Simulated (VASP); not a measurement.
Crystal: Al2OsN3.

```
Al Os N
1.0
     2.34170    1.35198    3.80522
    -2.34170    1.35198    3.80522
     0.00000   -2.70397    3.80522
Al Os N
2 1 3
Direct
  0.61708 0.61708 0.61708
  0.38292 0.38292 0.38292
  0.00000 0.00000 0.00000
  0.50000 0.00000 0.00000
  0.00000 0.50000 0.00000
  0.00000 0.00000 0.50000
```

The cell was generated, and may not be a known phase.

* Program: VASP 6.6.1
* Task: relaxation of cell and atoms
* Functional: PBE
* Potentials or basis: VASP PAW PBE potentials, release 64 (Al, Os, N)
* Cutoff: 600 eV
* k mesh: 6 × 6 × 6
* Occupations: gaussian, width 0.1 eV
* Spin: collinear spin
* Starting moments: [0.0, 0.0, 1.0, 0.0, 0.0, 0.0] μB

At the start: pressure -16.8 GPa; volume 12.05 Å³/atom.

Question: Where does the relaxation end?

Answer: Over 30 steps the energy falls by 1233.6 meV/atom and the volume is 11.32 Å³/atom (-6.0 %); space group R-3m (No. 166, to 0.1 Å) before and after; moment 0.00 μB per cell.

Step by step:
| step | energy change (eV) | largest force (eV/Å) | pressure (GPa) | volume (Å³) |
| --- | --- | --- | --- | --- |
| 1 | 0.0000 | 0.1763 | -16.76 | 72.28 |
| 2 | -0.3364 | 0.3142 | 14.53 | 59.88 |
| 3 | -0.4926 | 0.2556 | 0.89 | 63.95 |
| 4 | -0.6670 | 0.6622 | 0.73 | 63.41 |
| 5 | -1.5974 | 2.4067 | 5.74 | 61.42 |
| 6 | -3.3690 | 8.3417 | 49.70 | 55.73 |
| 7 | -2.6641 | 10.8040 | 75.30 | 53.73 |
| 8 | -3.2724 | 8.9349 | 55.17 | 55.27 |
| 9 | -3.2755 | 8.9484 | 55.28 | 55.26 |
| 10 | -3.2846 | 8.9891 | 55.68 | 55.25 |
| 11 | -3.3009 | 9.0712 | 56.46 | 55.21 |
| 12 | -3.3257 | 9.2367 | 58.07 | 55.13 |
| 13 | -3.3430 | 9.5639 | 61.50 | 54.97 |
| 14 | -3.3796 | 9.5051 | 61.17 | 55.01 |
| 15 | -3.4880 | 9.3296 | 60.17 | 55.15 |
| 16 | -3.6989 | 8.9857 | 58.21 | 55.41 |
| 17 | -4.0980 | 8.3206 | 54.46 | 55.95 |
| 18 | -4.8075 | 7.0733 | 47.63 | 57.01 |
| 19 | -5.8860 | 4.8325 | 36.35 | 59.12 |
| 20 | -6.7420 | 0.8051 | 21.87 | 63.30 |
| 21 | -6.9266 | 0.9994 | 17.50 | 63.96 |
| 22 | -7.2356 | 1.4558 | 6.25 | 65.92 |
| 23 | -7.2714 | 1.6082 | 1.87 | 66.80 |
| 24 | -7.2719 | 1.6289 | 1.28 | 66.93 |
| 25 | -7.3051 | 1.3734 | 1.17 | 67.03 |
| 26 | -7.3732 | 0.6805 | 0.96 | 67.33 |
| 27 | -7.3909 | 0.4406 | 1.34 | 67.94 |
| 28 | -7.4005 | 0.0769 | 1.11 | 67.72 |
| 29 | -7.4006 | 0.0413 | 1.09 | 67.70 |
| 30 | -7.4018 | 0.0016 | 0.20 | 67.94 |

Final structure:
```
Al Os N
1.0
     2.78497    1.60790    2.52887
    -2.78497    1.60790    2.52887
     0.00000   -3.21580    2.52887
Al Os N
2 1 3
Direct
  0.67264 0.67264 0.67264
  0.32736 0.32736 0.32736
  0.00000 0.00000 0.00000
  0.50000 0.00000 0.00000
  0.00000 0.50000 0.00000
  0.00000 0.00000 0.50000
```
